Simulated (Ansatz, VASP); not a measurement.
# One calculation of Na, two programs

The input INCAR:

```
SYSTEM = Na
PREC     = Accurate       ! precision mode
ENCUT    = 520            ! plane-wave cutoff, eV
EDIFF    = 1E-6           ! SCF threshold, eV
ISMEAR   = 0              ! smearing method
SIGMA    = 0.1            ! smearing width, eV
LREAL    = .False.        ! projectors in reciprocal space
LASPH    = .True.         ! aspherical terms in the spheres
NELM     = 100            ! most SCF steps
ALGO     = Normal         ! electronic algorithm
ISIF     = 2              ! what is computed and relaxed
LWAVE    = .False.        ! write WAVECAR
LCHARG   = .True.         ! write CHGCAR
GGA      = PE             ! functional
LELF     = .True.         ! ELF
LVHAR    = .True.       
NBANDS   = 10             ! bands
```

KPOINTS

```
regular mesh
0
Gamma
  14 14 14
  0 0 0
```

The input POSCAR:

```
Na
1.0
   -2.0700680000      2.0700680000      2.0700680000
    2.0700680000     -2.0700680000      2.0700680000
    2.0700680000      2.0700680000     -2.0700680000
Na
1
Direct
    0.0000000000      0.0000000000      0.0000000000
```

Input for Ansatz:

```yaml
crystal:
  lattice:
    - [-2.070068, 2.070068, 2.070068]
    - [2.070068, -2.070068, 2.070068]
    - [2.070068, 2.070068, -2.070068]
  atoms:
    - { symbol: Na, position: [0.0, 0.0, 0.0] }
basis:
  ecutwfc: 420
kpoints:
  mp_grid: { grid: [14, 14, 14] }
hamiltonian:
  xc: pbe
scf:
  occupations: { method: gaussian, width: 0.1 }
output:
  forces: true
  stress: true
  eigenvalues: true
  populations: true
```

Alike in both runs: task single point; functional PBE; k mesh 14 × 14 × 14; occupations gaussian, width 0.1 eV; no spin polarisation.

```csv
,VASP,Ansatz
version,VASP 6.6.1,Ansatz 0.2.0
potentials or method,"VASP PAW PBE potentials, release 64 (Na_pv), cutoff 520 eV","scalar-relativistic, plane waves, PAW"
valence electrons in the cell,7,9
```

|  | VASP | Ansatz | Ansatz less VASP |
| --- | --- | --- | --- |
| gap on the k mesh at the Fermi level (eV) | none | none | - |
| pressure (GPa) | 0.3 | 0.3 | +0.03 |

A gap of «none» marks a metal or a gap that the smearing closes. VASP's potentials hold 7 valence electrons a cell and Ansatz's 9, so a difference there can come from the potentials and not from the codes.
